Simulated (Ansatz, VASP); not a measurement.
# Two plane-wave programs on PbS

File INCAR:

```
PREC = Accurate ; ENCUT = 600
EDIFF = 1E-6 ; ISMEAR = 0
SIGMA = 0.02 ; LREAL = F
LASPH = T ; NELM = 100
ALGO = Normal ; ISIF = 3
LWAVE = F ; LCHARG = F
GGA = PE ; IBRION = 2
NSW = 100 ; EDIFFG = -0.01
```

KPOINTS

```
regular mesh
0
Gamma
  12 12 12
```

File POSCAR:

```
PbS
1.0
   -2.1242513528      2.1242513528      3.0053259261
    2.1242513528     -2.1242513528      3.0053259261
    2.1242513528      2.1242513528     -3.0053259261
Pb S
1 1
Direct
    0.5017721647      0.5017721647      0.0000000000
    0.9987970315      0.9987970315      0.0000000000
```

Input for Ansatz:

```yaml
crystal:
  lattice:
    - [-2.1242513528, 2.1242513528, 3.0053259261]
    - [2.1242513528, -2.1242513528, 3.0053259261]
    - [2.1242513528, 2.1242513528, -3.0053259261]
  atoms:
    - { symbol: Pb, position: [0.5017721647, 0.5017721647, 0.0] }
    - { symbol: S, position: [0.9987970315, 0.9987970315, 0.0] }
basis:
  ecutwfc: 420
kpoints:
  mp_grid: { grid: [12, 12, 12] }
hamiltonian:
  xc: pbe
scf:
  occupations: { method: gaussian, width: 0.02 }
output:
  forces: true
  stress: true
  eigenvalues: true
relax:
  adjacent_minimum: "off"
  f_tol: 0.01
  max_steps: 80
  cell: { stress_tol: 0.05 }
```

Change from the starting cell: the structure that the rattled cell fell into.

Alike in both runs: task relaxation of cell and atoms; functional PBE; k mesh 12 × 12 × 12; occupations gaussian, width 0.02 eV; no spin polarisation.

```csv
,VASP,Ansatz
version,VASP 6.6.1,Ansatz 0.2.0
potentials or method,"VASP PAW PBE potentials, release 64 (Pb_d, S), cutoff 600 eV","scalar-relativistic, plane waves, PAW"
valence electrons in the cell,20,20
```

|  | VASP | Ansatz | Ansatz less VASP |
| --- | --- | --- | --- |
| gap on the k mesh at the Fermi level, each at its own relaxed structure (eV) | 0.50 | 0.50 | -0.007 |
| relaxed volume (Å³/atom) | 27.12 | 27.12 | 0.000 |
| relaxed length of the cell vector where the two differ most in proportion (Å) | 4.249 | 4.249 | 0.0000 |

Neither program's run includes spin-orbit coupling. Noted on VASP's run: the relaxation stopped at its first step, so nothing moved.
